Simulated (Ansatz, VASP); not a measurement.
# Li2ICl: VASP beside Ansatz

The input INCAR:

```
  PREC = Accurate
  ENCUT = 520
  EDIFF = 1E-7
  ISMEAR = -1
  SIGMA = 0.02
  LREAL = False
  LASPH = True
  NELM = 100
  ALGO = Normal
  ISIF = 2
  LWAVE = False
  LCHARG = True
  GGA = PE
  LELF = True
  LVHAR = True
  NBANDS = 18
```

KPOINTS

```
Automatic mesh
0
Gamma
  6 6 6
```

Contents of POSCAR:

```
Li2ICl
1.0
    3.8518742662      0.0000000000      0.0000000000
    0.0000000000      3.8518742662      0.0000000000
    0.0000000000      0.0000000000      5.5745160128
Cl Li I
1 2 1
Direct
    0.0000000000      0.0000000000      0.0000000000
    0.0000000000      0.0000000000      0.5000000000
    0.5000000000      0.5000000000      0.0000000000
    0.5000000000      0.5000000000      0.5000000000
```

Input for Ansatz:

```yaml
crystal:
  lattice:
    - [3.8518742662, 0.0, 0.0]
    - [0.0, 3.8518742662, 0.0]
    - [0.0, 0.0, 5.5745160128]
  atoms:
    - { symbol: Cl, position: [0.0, 0.0, 0.0] }
    - { symbol: Li, position: [0.0, 0.0, 0.5] }
    - { symbol: I, position: [0.5, 0.5, 0.5] }
    - { symbol: Li, position: [0.5, 0.5, 0.0] }
kpoints:
  mp_grid: { grid: [6, 6, 6] }
  band_path:
    path:
      - [0.0, 0.0, 0.0]
      - [0.0, 0.5, 0.0]
      - [0.5, 0.5, 0.0]
      - [0.0, 0.0, 0.5]
      - [0.0, 0.5, 0.5]
      - [0.5, 0.5, 0.5]
    npoints: 1
hamiltonian:
  xc: pbe
scf:
  occupations: { method: fermi_dirac, width: 0.02 }
  n_extra_bands: 5
output:
  forces: true
  stress: true
  eigenvalues: true
```

Change from the starting cell: biaxial_xy strain -4.2%.

Alike in both runs: task single point; functional PBE; k mesh 6 × 6 × 6; occupations fermi-dirac, width 0.02 eV; no spin polarisation.

|  | VASP | Ansatz |
| --- | --- | --- |
| version | VASP 6.6.1 | Ansatz 0.2.0 |
| potentials or method | VASP PAW PBE potentials, release 64 (Cl, Li_sv, I) | plane waves, PAW |
| plane-wave cutoff (eV) | 520 | 420 |
| valence electrons in the cell | 20 | 30 |

VASP gave:

```
gap on the k mesh at the Fermi level (eV) : 4.39
```

Q: Which values does Ansatz return?

A: gap on the k mesh at the Fermi level (eV): 4.40.

With one functional, cell and mesh, what is left measures potentials, basis and numerics. VASP's potentials hold 20 valence electrons a cell and Ansatz's 30, so a difference there can come from the potentials and not from the codes.

Spin-orbit coupling is off throughout. Noted on VASP's run: the cutoff is short for stress, so the pressure is rough.
